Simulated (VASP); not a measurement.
Write the native input for VASP 6.6.1 that does the following.

```
Task                   : single point
Functional             : LDA
Potentials or basis    : VASP PAW LDA potentials, release 64 (Rb_sv)
Cutoff                 : 520 eV
k mesh                 : 9 × 9 × 3
Occupations            : fermi-dirac, width 0.1 eV
Spin                   : no spin polarisation
Dipole correction      : no
Further INCAR settings : ALGO = Normal; EDIFF = 1e-06; NBANDS = 26
```

The structure of Rb lies in POSCAR:

```
Rb
1.0
    4.8427501285      0.0000000000      0.0000000000
   -2.4213750643      4.1939446355      0.0000000000
    0.0000000000      0.0000000000     15.9929604787
Rb
4
Direct
    1.0000000000      0.0000000000      1.0000000000
    1.0000000000      0.0000000000      0.5000000000
    0.3333333333      0.6666666667      0.2500000000
    0.6666666667      0.3333333333      0.7500000000
```

This isn't the form of Rb at room conditions, which is bcc.

These files were run (other wordings do the same):

INCAR

```
  ALGO = Normal
  EDIFF = 1E-6
  ENCUT = 520
  ISIF = 2
  ISMEAR = -1
  LASPH = T
  LCHARG = T
  LELF = T
  LREAL = F
  LVHAR = T
  LWAVE = F
  NBANDS = 26
  NELM = 100
  PREC = Accurate
  SIGMA = 0.1
```

KPOINTS

```
k-points
0
Gamma
  9 9 3
```

Potentials or basis: VASP PAW LDA potentials, release 64 (Rb_sv).

The run is started by

```bash
$ cat potpaw_LDA.64/Rb_sv/POTCAR > POTCAR
$ mpirun -np 1 vasp_std > vasp.out
```

Results of the run:

The pressure is -0.1 GPa and the band gap on the k mesh is zero (bands 18 and 19 overlap by 2.27 eV).

Run time: 5.9 min on 1 thread of Oxide Virtual Turin-like Processor, with other jobs on the host, peak memory 0.34 GiB.
